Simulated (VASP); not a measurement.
A run of VASP 6.6.1 is set up as follows.

The input INCAR:

```
SYSTEM = CdSe
PREC = Accurate
ENCUT = 600
EDIFF = 1E-6
ISMEAR = 0
SIGMA = 0.02
LREAL = .False.
LASPH = .True.
NELM = 100
ALGO = Normal
ISIF = 3
LWAVE = .False.
LCHARG = .False.
GGA = PS
IBRION = 2
NSW = 100
EDIFFG = -0.005
```

Contents of KPOINTS:

```
Automatic mesh
0
Gamma
  12 12 6
  0 0 0
```

The input POSCAR:

```
CdSe
1.0
    4.3000000000      0.0000000000      0.0000000000
   -2.1500000000      3.7239092363      0.0000000000
    0.0000000000      0.0000000000      7.0200000000
Cd Se
2 2
Direct
    0.3333333333      0.6666666667      0.0000000000
    0.6666666667      0.3333333333      0.5000000000
    0.3333333333      0.6666666667      0.3850000000
    0.6666666667      0.3333333333      0.8850000000
```

Potentials or basis: VASP PAW PBE potentials, release 64 (Cd, Se).

Launch:

```console
$ cat potpaw_PBE.64/Cd/POTCAR potpaw_PBE.64/Se/POTCAR > POTCAR
$ mpirun -np 1 vasp_std > vasp.out
```

Problem. What does it give for the band gap on the k mesh?

Solution. 0.53 eV, direct.

Problem. What does it give for the relaxed volume?

Solution. 28.29 Å³/atom.

Problem. What does it give for the relaxed cell?

Solution. a = 4.310 Å, b = 4.310 Å, c = 7.036 Å, α = 90.00°, β = 90.00°, γ = 120.00°.

Problem. Predict the space group after relaxing (to 0.05 Å).

Solution. P6_3mc (No. 186).

The path:
| step | energy change (eV) | largest force (eV/Å) | pressure (GPa) | volume (Å³) |
| --- | --- | --- | --- | --- |
| 1 | 0.0000 | 0.2742 | 0.45 | 112.41 |
| 2 | -0.0159 | 0.0637 | -0.25 | 113.69 |
| 3 | -0.0159 | 0.0681 | -0.24 | 113.67 |
| 4 | -0.0172 | 0.0378 | 0.04 | 113.07 |
| 5 | -0.0174 | 0.0226 | 0.18 | 112.78 |
| 6 | -0.0185 | 0.0177 | 0.16 | 112.85 |
| 7 | -0.0197 | 0.0035 | 0.08 | 113.00 |
| 8 | -0.0197 | 0.0042 | 0.08 | 113.00 |
| 9 | -0.0197 | 0.0029 | -0.06 | 113.30 |
| 10 | -0.0198 | 0.0004 | 0.01 | 113.16 |

Caveat: the PAW data sets were made with another functional, which shifts forces and pressure a little. PBEsol gaps usually lie below the measured ones, often by a third to a half.
